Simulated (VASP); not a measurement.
# LiF (I4/mmm) in VASP: notebook

Aim: see how the results for LiF move with the level of theory and the settings. Levels: PBE, r2SCAN. Tasks: single point.

All numbers are computed with VASP 6.6.1; they aren't measurements. Logs are shortened: lines on timing, memory, paths and dates and some standing lists are left out, and cuts for length are marked.

### 1 The cell of the first run

Symmetry: I4/mmm, No. 139, tetragonal system. Conventional cell: a = 2.765 Å, b = 2.765 Å, c = 4.047 Å, α = 90.00°, β = 90.00°, γ = 90.00°. Li (site symmetry 4/mmm) has 6 F at 1.95 to 2.02 Å within 2.6 Å. F (site symmetry 4/mmm) has 6 Li at 1.95 to 2.02 Å within 2.6 Å.

### 2 Single point, PBE (epitaxial xy strain -2.0%)

The input, INCAR:

```
SYSTEM = LiF
  ALGO = Normal
  EDIFF = 1E-7
  ENCUT = 520
  GGA = PE
  ISIF = 2
  ISMEAR = -1
  LASPH = .True.
  LCHARG = .True.
  LELF = .True.
  LREAL = .False.
  LVHAR = .True.
  LWAVE = .False.
  NBANDS = 12
  NELM = 80
  PREC = Accurate
  SIGMA = 0.02
```

The input, KPOINTS:

```
k-points
0
Gamma
  10 10 10
  0 0 0
```

The input, POSCAR:

```
LiF
1.0
    0.0000000000      1.9549743028      2.0236966024
    1.9549743028      0.0000000000      2.0236966024
    1.9549743028      1.9549743028      0.0000000000
Li F
1 1
Direct
    0.0000000000      0.0000000000      0.0000000000
    0.5000000000      0.5000000000      0.5000000000
```

Potentials or basis: VASP PAW PBE potentials, release 64 (Li_sv, F).

Launch:

```console
$ cat potpaw_PBE.64/Li_sv/POTCAR potpaw_PBE.64/F/POTCAR > POTCAR
$ mpirun -np 1 vasp_std > vasp.out
```

OUTCAR:

```text
SYSTEM = LiF
   EDIFF = 1E-7
   ENCUT = 520
   GGA = PE
   ISIF = 2
   ISMEAR = -1
   LASPH = .True.
   LREAL = .False.
   NELM = 80
   PREC = Accurate

 ion  position               nearest neighbor table
   1  0.000  0.000  0.000-   2 1.95   2 1.95   2 1.95   2 1.95   2 2.02   2 2.02
   2  0.500  0.500  0.500-   1 1.95   1 1.95   1 1.95   1 1.95   1 2.02   1 2.02

  LATTYP: Found a body centered tetragonal cell.
 ALAT       =     2.7647511731
 C/A-ratio  =     1.4639267519

  Lattice vectors:

 A1 = (  -1.9549743028,   0.0000000000,   2.0236966024)
 A2 = (   1.9549743028,   0.0000000000,   2.0236966024)
 A3 = (   0.0000000000,   1.9549743028,  -2.0236966024)

Analysis of symmetry for initial positions (statically):
=====================================================================
 Subroutine PRICEL returns:
 Original cell was already a primitive cell.

 Routine SETGRP: Setting up the symmetry group for a
 body centered tetragonal supercell.

 Subroutine GETGRP returns: Found 16 space group operations
 (whereof 16 operations were pure point group operations)
 out of a pool of 16 trial point group operations.

The static configuration has the point symmetry D_4h.

Analysis of symmetry for dynamics (positions and initial velocities):
=====================================================================
 Subroutine PRICEL returns:
 Original cell was already a primitive cell.

 Routine SETGRP: Setting up the symmetry group for a
 body centered tetragonal supercell.

 Subroutine GETGRP returns: Found 16 space group operations
 (whereof 16 operations were pure point group operations)
 out of a pool of 16 trial point group operations.

The dynamic configuration has the point symmetry D_4h.

 Subroutine INISYM returns: Found 16 space group operations
 (whereof 16 operations are pure point group operations),
 and found     1 'primitive' translations

----------------------------------------------------------------------------------------

                                     Primitive cell

  volume of cell :      15.4688

  direct lattice vectors                    reciprocal lattice vectors
     0.000000000  1.954974303  2.023696602    -0.255757837  0.255757837  0.247072609
     1.954974303  0.000000000  2.023696602     0.255757837 -0.255757837  0.247072609
     1.954974303  1.954974303  0.000000000     0.255757837  0.255757837 -0.247072609

  length of vectors
     2.813764820  2.813764820  2.764751173     0.438028557  0.438028557  0.438028557

  position of ions in fractional coordinates (direct lattice)
     0.000000000  0.000000000  0.000000000
     0.500000000  0.500000000  0.500000000

  ion indices of the primitive-cell ions
   primitive index   ion index
                 1           1
                 2           2

----------------------------------------------------------------------------------------

 KPOINTS: k-points

Automatic generation of k-mesh.
 Grid dimensions read from file:
 generate k-points for:   10   10   10

 Generating k-lattice:

  Cartesian coordinates                     Fractional coordinates (reciprocal lattice)
    -0.025575784  0.025575784  0.024707261     0.100000000  0.000000000  0.000000000
     0.025575784 -0.025575784  0.024707261     0.000000000  0.100000000  0.000000000
     0.025575784  0.025575784 -0.024707261     0.000000000  0.000000000  0.100000000

  Length of vectors
     0.043802856  0.043802856  0.043802856

  Shift w.r.t. Gamma in fractional coordinates (k-lattice)
     0.000000000  0.000000000  0.000000000

 Subroutine IBZKPT returns following result:
 ===========================================

 Found    102 irreducible k-points:

 Following reciprocal coordinates:
            Coordinates               Weight
  0.000000  0.000000  0.000000      1.000000
  0.100000 -0.000000  0.000000      8.000000
  0.200000 -0.000000  0.000000      8.000000
  0.300000 -0.000000  0.000000      8.000000
  0.400000 -0.000000  0.000000      8.000000
  0.500000 -0.000000  0.000000      4.000000
[... 16 lines left out ...]
  0.300000  0.300000  0.000000      2.000000
  0.400000  0.300000  0.000000      8.000000
 [... further k-points ...]
   k-points           NKPTS =    102   k-points in BZ     NKDIM =    102   number of bands    NBANDS=     12
   number of dos      NEDOS =    301   number of ions     NIONS =      2
   total plane-waves  NPLWV =  13824
   dimension x,y,z NGX =    24 NGY =   24 NGZ =   24
   dimension x,y,z NGXF=    48 NGYF=   48 NGZF=   48
   ions per type =               1   1
   NGX,Y,Z   is equivalent  to a cutoff of  14.18, 14.18, 14.43 a.u.
   NGXF,Y,Z  is equivalent  to a cutoff of  28.36, 28.36, 28.86 a.u.
 SYSTEM =  LiF
   PREC   = accura    normal or accurate (medium, high low for compatibility)
   ISTART =      0    job   : 0-new  1-cont  2-samecut
   ICHARG =      2    charge: 1-file 2-atom 10-const
   ISPIN  =      1    spin polarized calculation?
   LNONCOLLINEAR =      F non collinear calculations
   LSORBIT =      F    spin-orbit coupling
   LASPH  =      T    aspherical Exc in radial PAW
   ENCUT  =  520.0 eV  38.22 Ry    6.18 a.u.   5.23  5.23  5.14*2*pi/ulx,y,z
   NELM   =     80;   NELMIN=  2; NELMDL= -5     # of ELM steps
   EDIFF  = 0.1E-06   stopping-criterion for ELM
   LREAL  =      F    real-space projection
   EDIFFG = 0.1E-05   stopping-criterion for IOM
   NSW    =      0    number of steps for IOM
   IBRION =     -1    ionic relax: 0-MD 1-quasi-New 2-CG
   NFREE  =      0    steps in history (QN), initial steepest desc. (CG)
   ISIF   =      2    stress and relaxation
   ISYM   =      2    0-nonsym 1-usesym 2-fastsym
   POTIM  = 0.5000    time-step for ionic-motion
   TEBEG  =    0.0;   TEEND  =   0.0 temperature during run
   PSTRESS=    0.0 pullay stress
   NELECT =      10.0000    total number of electrons
   NUPDOWN=      -1.0000    fix difference up-down
   EMIN   =  10.00;   EMAX   =-10.00  energy-range for DOS
   EFERMI =   0.00;   METHOD = LEGACY
   ISMEAR =    -1;   SIGMA  =   0.02  broadening in eV -4-tet -1-fermi 0-gaus
   EFERMI_NEDOS =   21; number of points for ismear=-14 and -15
   IALGO  =     38    algorithm
   IMIX   =      4    mixing-type and parameters
     AMIX     =   0.40;   BMIX     =  1.00
     AMIX_MAG =   1.60;   BMIX_MAG =  1.00
  volume/ion in A,a.u.               =       7.73        52.19
  Fermi-wavevector in a.u.,A,eV,Ry     =   1.415541  2.674984 27.262744  2.003755
  Thomas-Fermi vector in A             =   2.536968
   LORBIT       =      0    0 simple, 1 ext, 2 COOP (PROOUT), +10 PAW based schemes
   GGA     = PE    functional components
   LHFCALC =     F    Hartree Fock is set to
   AEXX    =    0.0000 exact exchange contribution
   IVDW    =     0    specifies the selected vdW correction
   LEPSILON=     F    determine dielectric tensor
   LRPA    =     F    only Hartree local field effects (RPA)
 non-spin polarized calculation
  energy-cutoff  :      520.00
  volume of cell :       15.47
 maximum number of plane-waves:       431
 NGX is ok and might be reduce to    24
   NGX = 11   NGY = 11   NGZ = 11

 number of electron      10.0000000 magnetization

 number of electron       9.9999999 magnetization

 Free energy of the ion-electron system (eV)
  ---------------------------------------------------
  ext. energy  EPLUGINS =         0.00000000
  ---------------------------------------------------
  free energy    TOTEN  =        -9.60957308 eV

  energy without entropy =       -9.60957308  energy(sigma->0) =       -9.60957308

 E-fermi :  -0.1289     XC(G=0): -10.2499

 val. band max:       -0.6286147196   @ k =   0.0000   0.0000   0.0000
 cond. band min:       8.9103270974   @ k =   0.0000   0.0000   0.0000
 fundamental gap:      9.5389418169
 Fermi energy:        -0.1288635188

 k-point     1 :       0.0000    0.0000    0.0000
  band No.  band energies     occupation
      1     -41.4787      2.00000
      2     -20.8062      2.00000
      3      -0.7047      2.00000
      4      -0.7047      2.00000
      5      -0.6286      2.00000
      6       8.9103      0.00000
      7      23.4744      0.00000
      8      24.0011      0.00000
      9      24.3109      0.00000
     10      24.3109      0.00000
     11      24.3182      0.00000
     12      24.3182      0.00000

 k-point     2 :       0.1000   -0.0000    0.0000
  band No.  band energies     occupation
      1     -41.4716      2.00000
      2     -20.7641      2.00000
      3      -0.9875      2.00000
      4      -0.7230      2.00000
      5      -0.6811      2.00000
      6       9.2007      0.00000
      7      21.1146      0.00000
      8      22.3874      0.00000
      9      22.9543      0.00000
     10      25.1657      0.00000
     11      25.4329      0.00000
     12      25.5477      0.00000

 k-point     3 :       0.2000   -0.0000    0.0000
  band No.  band energies     occupation
      1     -41.4530      2.00000
      2     -20.6508      2.00000
      3      -1.7158      2.00000
      4      -0.7699      2.00000
      5      -0.7645      2.00000
      6       9.8308      0.00000
      7      18.6167      0.00000
      8      20.7966      0.00000
      9      21.4300      0.00000
     10      26.3637      0.00000
     11      26.7764      0.00000
     12      26.7806      0.00000
[... 286 lines left out ...]
 k-point    23 :       0.3000    0.3000    0.0000
  band No.  band energies     occupation
      1     -41.4212      2.00000
      2     -20.3578      2.00000
      3      -2.7508      2.00000
      4      -1.3565      2.00000
      5      -1.3565      2.00000
      6      11.9406      0.00000
      7      17.8210      0.00000
      8      18.7715      0.00000
      9      20.7360      0.00000
     10      20.7360      0.00000
     11      34.7382      0.00000
     12      35.3742      0.00000

 k-point    24 :       0.4000    0.3000    0.0000
  band No.  band energies     occupation
      1     -41.4077      2.00000
      2     -20.2390      2.00000
      3      -3.1943      2.00000
      4      -1.5835      2.00000
      5      -1.4486      2.00000
      6      12.7044      0.00000
      7      16.7094      0.00000
      8      18.3320      0.00000
      9      20.4675      0.00000
     10      21.5420      0.00000
     11      34.2373      0.00000
     12      35.5242      0.00000

 [... further k-points ...]
[... 5 lines left out ...]
  --------------------------------------------------------------------------------------
  -------------------------------------------------------------------------------------
  Total        0.7445700      0.7445700      0.3963328      0.0000000      0.0000000     -0.0000000
  in kB       77.1185110     77.1185110     41.0499954      0.0000000      0.0000000     -0.0000000
  external PRESSURE =      65.0956724 kB  Pullay stress =       0.0000000 kB

 VOLUME and BASIS-vectors are now :
 -----------------------------------------------------------------------------
  energy-cutoff  :      520.00
  volume of cell :       15.47
      direct lattice vectors                 reciprocal lattice vectors
     0.000000000  1.954974303  2.023696602    -0.255757837  0.255757837  0.247072609
     1.954974303  0.000000000  2.023696602     0.255757837 -0.255757837  0.247072609
     1.954974303  1.954974303  0.000000000     0.255757837  0.255757837 -0.247072609

 POSITION                                       TOTAL-FORCE (eV/Angst)
 -----------------------------------------------------------------------------------
      0.00000      0.00000      0.00000        -0.000000      0.000000     -0.000000
      1.95497      1.95497      2.02370         0.000000     -0.000000      0.000000
 -----------------------------------------------------------------------------------
    total drift:                               -0.000000     -0.000000      0.000000

  FREE ENERGIE OF THE ION-ELECTRON SYSTEM (eV)
  ---------------------------------------------------
  free  energy   TOTEN  =        -9.6095730771 eV

  energy  without entropy=       -9.6095730771  energy(sigma->0) =       -9.60957308
```

Wall time 22 s (1 thread of Intel Xeon 8259CL, shared host); peak memory 0.14 GiB.

What came out:

```yaml
Free_energy: -9.6096 eV
Band_gap_on_the_k_mesh: 9.54 eV, direct
```

Caveat: the cell differs from its parent crystal (epitaxial xy strain -2.0%); the cutoff is under 1.25 times the usual one of these potentials, so pressure, stress and relaxed cells hold a basis-set (Pulay) error. A k mesh can miss the band edges.

### 3 Single point, PBE (epitaxial xy strain -1.0%)

The input, INCAR:

```
ALGO = Normal ; EDIFF = 1E-6
ENCUT = 520 ; GGA = PE
ISIF = 2 ; ISMEAR = -1
LASPH = True ; LCHARG = False
LREAL = False ; LWAVE = False
NBANDS = 12 ; NELM = 100
PREC = Accurate ; SIGMA = 0.02
```

The input, KPOINTS:

```
k-points
0
Gamma
  10 10 10
```

The input, POSCAR:

```
LiF
1.0
    0.0000000000      1.9749230202      2.0090937310
    1.9749230202      0.0000000000      2.0090937310
    1.9749230202      1.9749230202      0.0000000000
Li F
1 1
Direct
    0.0000000000      0.0000000000      0.0000000000
    0.5000000000      0.5000000000      0.5000000000
```

Potentials or basis: VASP PAW PBE potentials, release 64 (Li_sv, F).

Launch:

```console
$ cat potpaw_PBE.64/Li_sv/POTCAR potpaw_PBE.64/F/POTCAR > POTCAR
$ mpirun -np 1 vasp_std > vasp.out
```

It took 21 s on 1 thread of Intel Xeon 8259CL, shared host; peak memory 0.14 GiB.

Results (log left out):

```
Free energy            : -9.6206 eV
Band gap on the k mesh : 9.44 eV, direct
```

Levels at points of the mesh, in eV from the valence-band top:
| k point | band 1 | band 2 | band 3 | band 4 | band 5 | band 6 | band 7 | band 8 | band 9 | band 10 |
| --- | --- | --- | --- | --- | --- | --- | --- | --- | --- | --- |
| (0.00, 0.00, 0.00) | -40.86 | -20.12 | -0.04 | -0.04 | 0.00 | 9.44 | 24.22 | 24.61 | 24.64 | 24.64 |
| (0.50, 0.00, 0.00) | -40.79 | -19.65 | -2.67 | -0.29 | -0.25 | 10.97 | 17.22 | 19.05 | 19.36 | 31.06 |
| (0.50, 0.50, 0.00) | -40.77 | -19.37 | -3.22 | -1.05 | -1.05 | 14.97 | 16.80 | 17.92 | 20.88 | 20.88 |
| (0.50, 0.00, 0.50) | -40.77 | -19.35 | -3.21 | -1.16 | -1.05 | 15.29 | 16.57 | 17.95 | 20.49 | 20.77 |

Caveat: the cell differs from its parent crystal (epitaxial xy strain -1.0%); the cutoff is under 1.25 times the usual one of these potentials, so pressure, stress and relaxed cells hold a basis-set (Pulay) error.

(Continued in part 2 of 2.)
